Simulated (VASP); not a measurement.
# SmAuSe3 (Pm-3m) in VASP: a series of runs

SmAuSe3 is run at these levels: PBE; tasks: single point, relaxation of cell and atoms.

Everything below comes from runs of VASP 6.6.1. Logs are shortened: lines on timing, memory, paths and dates and some standing lists are left out, and cuts for length are marked.

## 1. The cell of the first run

Symmetry: Pm-3m, No. 221, cubic system. Conventional cell: a = 4.814 Å, b = 4.814 Å, c = 4.814 Å, α = 90.00°, β = 90.00°, γ = 90.00°. Within 4.5 Å of Sm (site symmetry m-3m) lie 12 Se at 3.40 Å and 8 Au at 4.17 Å. Within 3.2 Å of Se (site symmetry 4/mmm) lie 2 Au at 2.41 Å. Within 3.2 Å of Au (site symmetry m-3m) lie 6 Se at 2.41 Å.

The cell was built from a structure type or drawn by symmetry, and may not be a known phase.

## 2. Single point, PBE

INCAR

```
ALGO = Normal
EDIFF = 1E-6
ENCUT = 500
GGA = PE
GGA_COMPAT = F
ISIF = 2
ISMEAR = 0
LASPH = T
LCHARG = T
LELF = T
LMAXMIX = 6
LREAL = F
LVHAR = T
LWAVE = F
NBANDS = 28
NELM = 200
PREC = Accurate
SIGMA = 0.1
```

KPOINTS

```
k-points
0
Gamma
  4 4 4
```

POSCAR

```
SmAuSe3
1.0
    4.8144349000      0.0000000000      0.0000000000
    0.0000000000      4.8144349000      0.0000000000
    0.0000000000      0.0000000000      4.8144349000
Sm Se Au
1 3 1
Direct
    0.0000000000      0.0000000000      0.0000000000
    0.0000000000      0.5000000000      0.5000000000
    0.5000000000      0.0000000000      0.5000000000
    0.5000000000      0.5000000000      0.0000000000
    0.5000000000      0.5000000000      0.5000000000
```

Potentials or basis: VASP PAW PBE potentials, release 64 (Sm_3, Se, Au), 4f in core.

Run with:

```console
> cat potpaw_PBE.64/Sm_3/POTCAR potpaw_PBE.64/Se/POTCAR potpaw_PBE.64/Au/POTCAR > POTCAR
> mpirun -np 1 vasp_std > vasp.out
```

OUTCAR:

```text
EDIFF = 1E-6
   ENCUT = 500
   GGA = PE
   ISIF = 2
   ISMEAR = 0
   LASPH = T
   LREAL = F
   NELM = 200
   PREC = Accurate

 ion  position               nearest neighbor table
   1  0.000  0.000  0.000-
   2  0.000  0.500  0.500-   5 2.41   5 2.41
   3  0.500  0.000  0.500-   5 2.41   5 2.41
   4  0.500  0.500  0.000-   5 2.41   5 2.41
   5  0.500  0.500  0.500-   2 2.41   3 2.41   4 2.41   4 2.41   3 2.41   2 2.41

  LATTYP: Found a simple cubic cell.
 ALAT       =     4.8144349000

  Lattice vectors:

 A1 = (   4.8144349000,   0.0000000000,   0.0000000000)
 A2 = (   0.0000000000,   4.8144349000,   0.0000000000)
 A3 = (   0.0000000000,   0.0000000000,   4.8144349000)

Analysis of symmetry for initial positions (statically):
=====================================================================
 Subroutine PRICEL returns:
 Original cell was already a primitive cell.

 Routine SETGRP: Setting up the symmetry group for a
 simple cubic supercell.

 Subroutine GETGRP returns: Found 48 space group operations
 (whereof 48 operations were pure point group operations)
 out of a pool of 48 trial point group operations.

The static configuration has the point symmetry O_h .

Analysis of symmetry for dynamics (positions and initial velocities):
=====================================================================
 Subroutine PRICEL returns:
 Original cell was already a primitive cell.

 Routine SETGRP: Setting up the symmetry group for a
 simple cubic supercell.

 Subroutine GETGRP returns: Found 48 space group operations
 (whereof 48 operations were pure point group operations)
 out of a pool of 48 trial point group operations.

The dynamic configuration has the point symmetry O_h .

 Subroutine INISYM returns: Found 48 space group operations
 (whereof 48 operations are pure point group operations),
 and found     1 'primitive' translations

----------------------------------------------------------------------------------------

                                     Primitive cell

  volume of cell :     111.5927

  direct lattice vectors                    reciprocal lattice vectors
     4.814434900  0.000000000  0.000000000     0.207708697  0.000000000  0.000000000
     0.000000000  4.814434900  0.000000000     0.000000000  0.207708697  0.000000000
     0.000000000  0.000000000  4.814434900     0.000000000  0.000000000  0.207708697

  length of vectors
     4.814434900  4.814434900  4.814434900     0.207708697  0.207708697  0.207708697

  position of ions in fractional coordinates (direct lattice)
     0.000000000  0.000000000  0.000000000
     0.000000000  0.500000000  0.500000000
     0.500000000  0.000000000  0.500000000
     0.500000000  0.500000000  0.000000000
     0.500000000  0.500000000  0.500000000

  ion indices of the primitive-cell ions
   primitive index   ion index
                 1           1
                 2           2
                 3           3
                 4           4
                 5           5

----------------------------------------------------------------------------------------

 KPOINTS: k-points

Automatic generation of k-mesh.
 Grid dimensions read from file:
 generate k-points for:    4    4    4

 Generating k-lattice:

  Cartesian coordinates                     Fractional coordinates (reciprocal lattice)
     0.051927174  0.000000000  0.000000000     0.250000000  0.000000000  0.000000000
     0.000000000  0.051927174  0.000000000     0.000000000  0.250000000  0.000000000
     0.000000000  0.000000000  0.051927174     0.000000000  0.000000000  0.250000000

  Length of vectors
     0.051927174  0.051927174  0.051927174

  Shift w.r.t. Gamma in fractional coordinates (k-lattice)
     0.000000000  0.000000000  0.000000000

 Subroutine IBZKPT returns following result:
 ===========================================

 Found     10 irreducible k-points:

 Following reciprocal coordinates:
            Coordinates               Weight
  0.000000  0.000000  0.000000      1.000000
  0.250000  0.000000  0.000000      6.000000
  0.500000  0.000000  0.000000      3.000000
  0.250000  0.250000  0.000000     12.000000
  0.500000  0.250000  0.000000     12.000000
  0.500000  0.500000  0.000000      3.000000
  0.250000  0.250000  0.250000      8.000000
  0.500000  0.250000  0.250000     12.000000
  0.500000  0.500000  0.250000      6.000000
  0.500000  0.500000  0.500000      1.000000
   k-points           NKPTS =     10   k-points in BZ     NKDIM =     10   number of bands    NBANDS=     28
   number of dos      NEDOS =    301   number of ions     NIONS =      5
   total plane-waves  NPLWV =  46656
   dimension x,y,z NGX =    36 NGY =   36 NGZ =   36
   dimension x,y,z NGXF=    72 NGYF=   72 NGZF=   72
   ions per type =               1   3   1
   NGX,Y,Z   is equivalent  to a cutoff of  12.43, 12.43, 12.43 a.u.
   NGXF,Y,Z  is equivalent  to a cutoff of  24.86, 24.86, 24.86 a.u.
 SYSTEM =  unknown system
   PREC   = accura    normal or accurate (medium, high low for compatibility)
   ISTART =      0    job   : 0-new  1-cont  2-samecut
   ICHARG =      2    charge: 1-file 2-atom 10-const
   ISPIN  =      1    spin polarized calculation?
   LNONCOLLINEAR =      F non collinear calculations
   LSORBIT =      F    spin-orbit coupling
   LASPH  =      T    aspherical Exc in radial PAW
   ENCUT  =  500.0 eV  36.75 Ry    6.06 a.u.   8.78  8.78  8.78*2*pi/ulx,y,z
   NELM   =    200;   NELMIN=  2; NELMDL= -5     # of ELM steps
   EDIFF  = 0.1E-05   stopping-criterion for ELM
   LREAL  =      F    real-space projection
   EDIFFG = 0.1E-04   stopping-criterion for IOM
   NSW    =      0    number of steps for IOM
   IBRION =     -1    ionic relax: 0-MD 1-quasi-New 2-CG
   NFREE  =      0    steps in history (QN), initial steepest desc. (CG)
   ISIF   =      2    stress and relaxation
   ISYM   =      2    0-nonsym 1-usesym 2-fastsym
   POTIM  = 0.5000    time-step for ionic-motion
   TEBEG  =    0.0;   TEEND  =   0.0 temperature during run
   PSTRESS=    0.0 pullay stress
   NELECT =      40.0000    total number of electrons
   NUPDOWN=      -1.0000    fix difference up-down
   EMIN   =  10.00;   EMAX   =-10.00  energy-range for DOS
   EFERMI =   0.00;   METHOD = LEGACY
   ISMEAR =     0;   SIGMA  =   0.10  broadening in eV -4-tet -1-fermi 0-gaus
   EFERMI_NEDOS =   21; number of points for ismear=-14 and -15
   IALGO  =     38    algorithm
   IMIX   =      4    mixing-type and parameters
     AMIX     =   0.40;   BMIX     =  1.00
     AMIX_MAG =   1.60;   BMIX_MAG =  1.00
  volume/ion in A,a.u.               =      22.32       150.61
  Fermi-wavevector in a.u.,A,eV,Ry     =   1.162919  2.197598 18.400259  1.352381
  Thomas-Fermi vector in A             =   2.299475
   LORBIT       =      0    0 simple, 1 ext, 2 COOP (PROOUT), +10 PAW based schemes
   GGA     = PE    functional components
   LHFCALC =     F    Hartree Fock is set to
   AEXX    =    0.0000 exact exchange contribution
   IVDW    =     0    specifies the selected vdW correction
   LEPSILON=     F    determine dielectric tensor
   LRPA    =     F    only Hartree local field effects (RPA)
 non-spin polarized calculation
 Gauss-broadening in eV      SIGMA  =   0.10
  energy-cutoff  :      500.00
  volume of cell :      111.59
 maximum number of plane-waves:      2897
 NGX is ok and might be reduce to    36
   NGX = 17   NGY = 17   NGZ = 17

 number of electron      39.9999998 magnetization

 Free energy of the ion-electron system (eV)
  ---------------------------------------------------
  ext. energy  EPLUGINS =         0.00000000
  ---------------------------------------------------
  free energy    TOTEN  =       -19.59175650 eV

  energy without entropy =      -19.57166105  energy(sigma->0) =      -19.58170878

 E-fermi :   6.2375     XC(G=0): -10.4497

 val. band max:        6.2365772187   @ k =   0.5000   0.5000   0.2500
 cond. band min:       6.3166005614   @ k =   0.2500   0.2500   0.2500
 fundamental gap:      0.0800233427
 Fermi energy:         6.2374571670

 k-point     1 :       0.0000    0.0000    0.0000
  band No.  band energies     occupation
      1     -36.9119      2.00000
      2     -16.1564      2.00000
      3     -16.1564      2.00000
      4     -16.1564      2.00000
      5      -9.3742      2.00000
      6      -7.4908      2.00000
[... 20 lines left out ...]
     27       7.0345      0.00000
     28       8.4853      0.00000

 k-point     2 :       0.2500    0.0000    0.0000
  band No.  band energies     occupation
      1     -36.9116      2.00000
      2     -16.1757      2.00000
      3     -16.1546      2.00000
      4     -16.1546      2.00000
      5      -9.1013      2.00000
      6      -7.5045      2.00000
[... 20 lines left out ...]
     27       8.0274      0.00000
     28      10.4179      0.00000

 k-point     3 :       0.5000    0.0000    0.0000
  band No.  band energies     occupation
      1     -36.9114      2.00000
      2     -16.1947      2.00000
      3     -16.1529      2.00000
      4     -16.1529      2.00000
      5      -8.7448      2.00000
      6      -7.5849      2.00000
[... 20 lines left out ...]
     27       9.8244      0.00000
     28      10.7284      0.00000

 k-point     4 :       0.2500    0.2500    0.0000
  band No.  band energies     occupation
      1     -36.9114      2.00000
      2     -16.1739      2.00000
      3     -16.1707      2.00000
      4     -16.1529      2.00000
      5      -8.8382      2.00000
      6      -7.4758      2.00000
[... 144 lines left out ...]
     27       9.8570      0.00000
     28      12.2201      0.00000

 k-point     9 :       0.5000    0.5000    0.2500
  band No.  band energies     occupation
      1     -36.9106      2.00000
      2     -16.1810      2.00000
      3     -16.1810      2.00000
      4     -16.1633      2.00000
      5      -7.8856      2.00000
      6      -7.4358      2.00000
[... 20 lines left out ...]
     27       9.4609      0.00000
     28      11.8658      0.00000

 k-point    10 :       0.5000    0.5000    0.5000
  band No.  band energies     occupation
      1     -36.9103      2.00000
      2     -16.1771      2.00000
      3     -16.1771      2.00000
      4     -16.1771      2.00000
      5      -7.4416      2.00000
      6      -7.4416      2.00000
[... 20 lines left out ...]
     27       9.5147      0.00000
     28      11.6794      0.00000

------------------------ aborting loop because EDIFF is reached ----------------------------------------

  FORCE on cell =-STRESS in cart. coord.  units (eV):
  Direction    XX          YY          ZZ          XY          YZ          ZX
  --------------------------------------------------------------------------------------
  -------------------------------------------------------------------------------------
  Total       10.5498050     10.5498050     10.5498050      0.0000000      0.0000000     -0.0000000
  in kB      151.4673604    151.4673604    151.4673604      0.0000000      0.0000000     -0.0000000
  external PRESSURE =     151.4673604 kB  Pullay stress =       0.0000000 kB

 VOLUME and BASIS-vectors are now :
 -----------------------------------------------------------------------------
  energy-cutoff  :      500.00
  volume of cell :      111.59
      direct lattice vectors                 reciprocal lattice vectors
     4.814434900  0.000000000  0.000000000     0.207708697  0.000000000  0.000000000
     0.000000000  4.814434900  0.000000000     0.000000000  0.207708697  0.000000000
     0.000000000  0.000000000  4.814434900     0.000000000  0.000000000  0.207708697

 POSITION                                       TOTAL-FORCE (eV/Angst)
 -----------------------------------------------------------------------------------
      0.00000      0.00000      0.00000         0.000000      0.000000      0.000000
      0.00000      2.40722      2.40722         0.000000      0.000000      0.000000
      2.40722      0.00000      2.40722         0.000000      0.000000      0.000000
      2.40722      2.40722      0.00000         0.000000      0.000000      0.000000
      2.40722      2.40722      2.40722         0.000000      0.000000      0.000000
 -----------------------------------------------------------------------------------
    total drift:                                0.000000      0.000000      0.000000

  FREE ENERGIE OF THE ION-ELECTRON SYSTEM (eV)
  ---------------------------------------------------
  free  energy   TOTEN  =       -19.5917565029 eV

  energy  without entropy=      -19.5716610479  energy(sigma->0) =      -19.58170878
```

Run time: 33 s. Hardware: 1 thread of Intel Xeon Platinum 8259CL at 2.50GHz (Skylake/Cascade Lake), shared host; peak memory 0.22 GiB.

What came out:

```yaml
Free_energy: -19.5918 eV
Pressure: 15.1 GPa
Band_gap_on_the_k_mesh: zero (bands 20 and 21 overlap by 2.50 eV)
```

Levels at points of the mesh, in eV from the Fermi level:
| k point | band 17 | band 18 | band 19 | band 20 | band 21 | band 22 | band 23 | band 24 |
| --- | --- | --- | --- | --- | --- | --- | --- | --- |
| (0.00, 0.00, 0.00) | -2.25 | -2.25 | -1.33 | -1.33 | -1.33 | -1.00 | 0.10 | 0.10 |
| (0.50, 0.00, 0.00) | -2.39 | -2.04 | -2.04 | -1.89 | -1.89 | 0.78 | 1.22 | 2.59 |
| (0.50, 0.50, 0.00) | -3.30 | -2.50 | -2.50 | -0.86 | 1.27 | 1.39 | 2.67 | 3.17 |
| (0.50, 0.50, 0.50) | -0.41 | -0.41 | -0.41 | 0.61 | 1.13 | 1.13 | 1.13 | 1.69 |

Caveat: the cell stands under pressure; spin-orbit coupling is left out, which moves the levels of the heavy elements; the 4f electrons are frozen in the core, so they carry no moment and show no levels; the run has no spin polarisation, though such a crystal can be magnetic.

[end of part 1 of 3]
